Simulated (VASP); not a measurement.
# KAl3O (P4mm) in VASP: further runs

Runs on KAl3O. Level: PBE. Tasks: single point.

Everything below comes from runs of VASP 6.6.1. Logs are shortened: lines on timing, memory, paths and dates and some standing lists are left out, and cuts for length are marked.

**1. The cell of the first run**

It takes space group P4mm (No. 99, tetragonal). The conventional cell has a = 3.801 Å, b = 3.801 Å, c = 8.133 Å, α = 90.00°, β = 90.00°, γ = 90.00°. Within 3.7 Å of K (site symmetry 4mm) lie 4 O at 2.80 Å and 4 Al at 3.66 Å. Within 3.5 Å of Al (site symmetry 2mm) lie 6 Al at 2.69 to 2.74 Å. Al (site symmetry 4mm) has 1 O at 1.68 Å within 2.2 Å. Within 2.2 Å of O (site symmetry 4mm) lie 1 Al at 1.68 Å.

**2. Single point, PBE**

File INCAR:

```
SYSTEM = KAl3O
ALGO     = Normal         ! electronic algorithm
EDIFF    = 1E-7           ! SCF threshold, eV
ENCUT    = 520            ! plane-wave cutoff, eV
GGA      = PE             ! functional
ISIF     = 2              ! what is computed and relaxed
ISMEAR   = 0              ! smearing method
LASPH    = .TRUE.         ! aspherical terms in the spheres
LCHARG   = .FALSE.        ! write CHGCAR
LREAL    = .FALSE.        ! projectors in reciprocal space
LWAVE    = .FALSE.        ! write WAVECAR
NBANDS   = 20             ! bands
NELM     = 80             ! most SCF steps
PREC     = Accurate       ! precision mode
SIGMA    = 0.1            ! smearing width, eV
```

File KPOINTS:

```
k-points
0
G
  8 8 8
  0 0 0
```

File POSCAR:

```
KAl3O
1.0
    3.8008879360      0.0000000000      0.0000000000
    0.0000000000      3.8008879360      0.0000000000
    0.0000000000      0.0000000000      8.1326981423
K Al O
1 3 1
Direct
    0.5000000000      0.5000000000     -0.1876842467
    0.0000000000      0.5000000000      0.3608652823
    0.0000000000      0.0000000000      0.1174124288
    0.5000000000      0.0000000000      0.3608652823
    0.0000000000      0.0000000000      0.9102322233
```

Potentials or basis: VASP PAW PBE potentials, release 64 (K_sv, Al, O).

Started as:

```
$ cat potpaw_PBE.64/K_sv/POTCAR potpaw_PBE.64/Al/POTCAR potpaw_PBE.64/O/POTCAR > POTCAR
$ mpirun -np 1 vasp_std > vasp.out
```

OUTCAR:

```text
SYSTEM = KAl3O
   EDIFF = 1E-7
   ENCUT = 520
   GGA = PE
   ISIF = 2
   ISMEAR = 0
   LASPH = .TRUE.
   LREAL = .FALSE.
   NELM = 80
   PREC = Accurate

 ion  position               nearest neighbor table
   1  0.500  0.500  0.812-   5 2.80   5 2.80   5 2.80   5 2.80
   2  0.000  0.500  0.361-   4 2.69   4 2.69   4 2.69   4 2.69   3 2.74   3 2.74
   3  0.000  0.000  0.117-   5 1.68   4 2.74   2 2.74   2 2.74   4 2.74
   4  0.500  0.000  0.361-   2 2.69   2 2.69   2 2.69   2 2.69   3 2.74   3 2.74
   5  0.000  0.000  0.910-   3 1.68   1 2.80   1 2.80   1 2.80   1 2.80

  LATTYP: Found a simple tetragonal cell.
 ALAT       =     3.8008879360
 C/A-ratio  =     2.1396837474

  Lattice vectors:

 A1 = (   3.8008879360,   0.0000000000,   0.0000000000)
 A2 = (   0.0000000000,   3.8008879360,   0.0000000000)
 A3 = (   0.0000000000,   0.0000000000,   8.1326981423)

Analysis of symmetry for initial positions (statically):
=====================================================================
 Subroutine PRICEL returns:
 Original cell was already a primitive cell.

 Routine SETGRP: Setting up the symmetry group for a
 simple tetragonal supercell.

 Subroutine GETGRP returns: Found  8 space group operations
 (whereof  8 operations were pure point group operations)
 out of a pool of 16 trial point group operations.

The static configuration has the point symmetry C_4v.

Analysis of symmetry for dynamics (positions and initial velocities):
=====================================================================
 Subroutine PRICEL returns:
 Original cell was already a primitive cell.

 Routine SETGRP: Setting up the symmetry group for a
 simple tetragonal supercell.

 Subroutine GETGRP returns: Found  8 space group operations
 (whereof  8 operations were pure point group operations)
 out of a pool of 16 trial point group operations.

The dynamic configuration has the point symmetry C_4v.

 Subroutine INISYM returns: Found  8 space group operations
 (whereof  8 operations are pure point group operations),
 and found     1 'primitive' translations

----------------------------------------------------------------------------------------

                                     Primitive cell

  volume of cell :     117.4910

[... 92 lines left out ...]
   ENCUT  =  520.0 eV  38.22 Ry    6.18 a.u.   7.07  7.07 15.12*2*pi/ulx,y,z
   NELM   =     80;   NELMIN=  2; NELMDL= -5     # of ELM steps
   EDIFF  = 0.1E-06   stopping-criterion for ELM
   LREAL  =      F    real-space projection
   EDIFFG = 0.1E-05   stopping-criterion for IOM
   NSW    =      0    number of steps for IOM
   IBRION =     -1    ionic relax: 0-MD 1-quasi-New 2-CG
   NFREE  =      0    steps in history (QN), initial steepest desc. (CG)
   ISIF   =      2    stress and relaxation
   ISYM   =      2    0-nonsym 1-usesym 2-fastsym
   POTIM  = 0.5000    time-step for ionic-motion
   TEBEG  =    0.0;   TEEND  =   0.0 temperature during run
   PSTRESS=    0.0 pullay stress
   NELECT =      24.0000    total number of electrons
   NUPDOWN=      -1.0000    fix difference up-down
   EMIN   =  10.00;   EMAX   =-10.00  energy-range for DOS
   EFERMI =   0.00;   METHOD = LEGACY
   ISMEAR =     0;   SIGMA  =   0.10  broadening in eV -4-tet -1-fermi 0-gaus
   EFERMI_NEDOS =   21; number of points for ismear=-14 and -15
   IALGO  =     38    algorithm
   IMIX   =      4    mixing-type and parameters
     AMIX     =   0.40;   BMIX     =  1.00
     AMIX_MAG =   1.60;   BMIX_MAG =  1.00
  volume/ion in A,a.u.               =      23.50       158.57
  Fermi-wavevector in a.u.,A,eV,Ry     =   0.964148  1.821975 12.647719  0.929581
  Thomas-Fermi vector in A             =   2.093754
   LORBIT       =      0    0 simple, 1 ext, 2 COOP (PROOUT), +10 PAW based schemes
   GGA     = PE    functional components
   LHFCALC =     F    Hartree Fock is set to
   AEXX    =    0.0000 exact exchange contribution
   IVDW    =     0    specifies the selected vdW correction
   LEPSILON=     F    determine dielectric tensor
   LRPA    =     F    only Hartree local field effects (RPA)
 non-spin polarized calculation
 Gauss-broadening in eV      SIGMA  =   0.10
  energy-cutoff  :      520.00
  volume of cell :      117.49
 maximum number of plane-waves:      3184
   NGX = 15   NGY = 15   NGZ = 31

 number of electron      23.9999995 magnetization

 Free energy of the ion-electron system (eV)
  ---------------------------------------------------
  ext. energy  EPLUGINS =         0.00000000
  ---------------------------------------------------
  free energy    TOTEN  =       -20.21718245 eV

  energy without entropy =      -20.20711897  energy(sigma->0) =      -20.21215071

 E-fermi :   2.7046     XC(G=0):  -8.2014

 val. band max:        2.6083063022   @ k =   0.3750   0.1250   0.0000
 cond. band min:       2.7292340306   @ k =   0.5000   0.2500   0.0000
 fundamental gap:      0.1209277285
 Fermi energy:         2.7045725542

 k-point     1 :       0.0000    0.0000    0.0000
  band No.  band energies     occupation
      1     -27.1099      2.00000
      2     -14.5318      2.00000
      3     -10.6959      2.00000
      4     -10.4536      2.00000
      5     -10.4536      2.00000
      6      -6.2356      2.00000
[... 541 lines left out ...]
     19       8.8899      0.00000
     20       9.0102      0.00000

 [... further k-points ...]

------------------------ aborting loop because EDIFF is reached ----------------------------------------

  FORCE on cell =-STRESS in cart. coord.  units (eV):
  Direction    XX          YY          ZZ          XY          YZ          ZX
  --------------------------------------------------------------------------------------
  -------------------------------------------------------------------------------------
  Total        0.0082543      0.0082543      0.1376501      0.0000000      0.0000000      0.0000000
  in kB        0.1125606      0.1125606      1.8770778      0.0000000      0.0000000      0.0000000
  external PRESSURE =       0.7007330 kB  Pullay stress =       0.0000000 kB

 VOLUME and BASIS-vectors are now :
 -----------------------------------------------------------------------------
  energy-cutoff  :      520.00
  volume of cell :      117.49
      direct lattice vectors                 reciprocal lattice vectors
     3.800887936  0.000000000  0.000000000     0.263096418  0.000000000  0.000000000
     0.000000000  3.800887936  0.000000000     0.000000000  0.263096418  0.000000000
     0.000000000  0.000000000  8.132698142     0.000000000  0.000000000  0.122960423

 POSITION                                       TOTAL-FORCE (eV/Angst)
 -----------------------------------------------------------------------------------
      1.90044      1.90044      6.60632        -0.000000      0.000000     -0.010701
      0.00000      1.90044      2.93481         0.000000      0.000000      0.000965
      0.00000      0.00000      0.95488        -0.000000      0.000000      0.077340
      1.90044      0.00000      2.93481        -0.000000      0.000000      0.000965
      0.00000      0.00000      7.40264         0.000000      0.000000     -0.068569
 -----------------------------------------------------------------------------------
    total drift:                                0.000000      0.000000      0.000746

  FREE ENERGIE OF THE ION-ELECTRON SYSTEM (eV)
  ---------------------------------------------------
  free  energy   TOTEN  =       -20.2171824511 eV

  energy  without entropy=      -20.2071189742  energy(sigma->0) =      -20.21215071
```

OSZICAR:

```text
N       E                     dE             d eps       ncg     rms          rms(c)
DAV:   1     0.103409522701E+03    0.10341E+03   -0.99772E+03  3000   0.998E+02
DAV:   2    -0.138635052337E+02   -0.11727E+03   -0.11347E+03  3724   0.229E+02
DAV:   3    -0.237890787264E+02   -0.99256E+01   -0.98829E+01  4704   0.561E+01
DAV:   4    -0.240271020461E+02   -0.23802E+00   -0.23770E+00  4336   0.728E+00
DAV:   5    -0.240340200683E+02   -0.69180E-02   -0.69176E-02  4268   0.928E-01    0.102E+01
DAV:   6    -0.204476318426E+02    0.35864E+01   -0.16768E+01  3492   0.229E+01    0.545E+00
DAV:   7    -0.202994669471E+02    0.14816E+00   -0.14653E+00  3480   0.635E+00    0.287E+00
DAV:   8    -0.202113407166E+02    0.88126E-01   -0.31060E-01  3684   0.325E+00    0.456E-01
DAV:   9    -0.202148912383E+02   -0.35505E-02   -0.34110E-02  4036   0.890E-01    0.274E-01
DAV:  10    -0.202163091413E+02   -0.14179E-02   -0.64399E-03  3472   0.398E-01    0.106E-01
DAV:  11    -0.202170019052E+02   -0.69276E-03   -0.13526E-03  3528   0.197E-01    0.495E-02
DAV:  12    -0.202171638949E+02   -0.16199E-03   -0.34831E-04  3424   0.104E-01    0.140E-02
DAV:  13    -0.202171824469E+02   -0.18552E-04   -0.54377E-05  3692   0.418E-02    0.876E-03
DAV:  14    -0.202171833965E+02   -0.94957E-06   -0.26932E-05  3628   0.244E-02    0.772E-03
DAV:  15    -0.202171824481E+02    0.94840E-06   -0.88505E-06  3568   0.142E-02    0.154E-03
DAV:  16    -0.202171824511E+02   -0.29925E-08   -0.62842E-07  3580   0.431E-03
   1 F= -.20217182E+02 E0= -.20212151E+02  d E =-.100635E-01
```

stdout:

```text
POSCAR found type information on POSCAR K AlO
 POSCAR found :  3 types and       5 ions
 scaLAPACK will be used
 LDA part: xc-table for (Slater+PW92), standard interpolation
 POSCAR, INCAR and KPOINTS ok, starting setup
 FFT: planning ... GRIDC
 FFT: planning ... GRID_SOFT
 FFT: planning ... GRID
 WAVECAR not read
 entering main loop
```

It took 64 s on 1 thread of Intel Xeon 6975P-C (Granite Rapids), shared host; peak memory 0.31 GiB.

What came out:

```
Free energy            : -20.2172 eV
Pressure               : 0.1 GPa
Largest force          : 0.077 eV/Å
Band gap on the k mesh : zero (band 12 reaches 3.32 eV, above the bottom of band 13 at 1.85 eV)
```

Forces in eV/Å, atoms in the order of the input:
```
K    0.000  0.000 -0.011
Al   0.000  0.000  0.001
Al   0.000  0.000  0.077
Al   0.000  0.000  0.001
O    0.000  0.000 -0.069
```

Levels at points of the mesh, in eV from the Fermi level:
```csv
k point,band 9,band 10,band 11,band 12,band 13,band 14,band 15,band 16
"(0.00, 0.00, 0.00)",-2.09,-2.09,0.08,0.08,0.61,1.86,2.30,4.84
"(0.50, 0.00, 0.00)",-3.05,-2.20,-1.24,-0.92,1.83,2.86,2.87,3.34
"(0.50, 0.50, 0.00)",-3.37,-2.99,-2.57,-2.57,0.52,0.52,1.19,2.87
"(0.00, 0.00, 0.50)",-2.09,-2.09,0.07,0.07,1.66,1.89,2.29,3.76
"(0.50, 0.00, 0.50)",-3.17,-2.20,-1.50,-0.81,1.82,2.84,2.96,3.39
"(0.50, 0.50, 0.50)",-3.28,-2.97,-2.56,-2.56,0.62,0.62,0.95,2.49
```

(Part 1 of 2 ends here.)
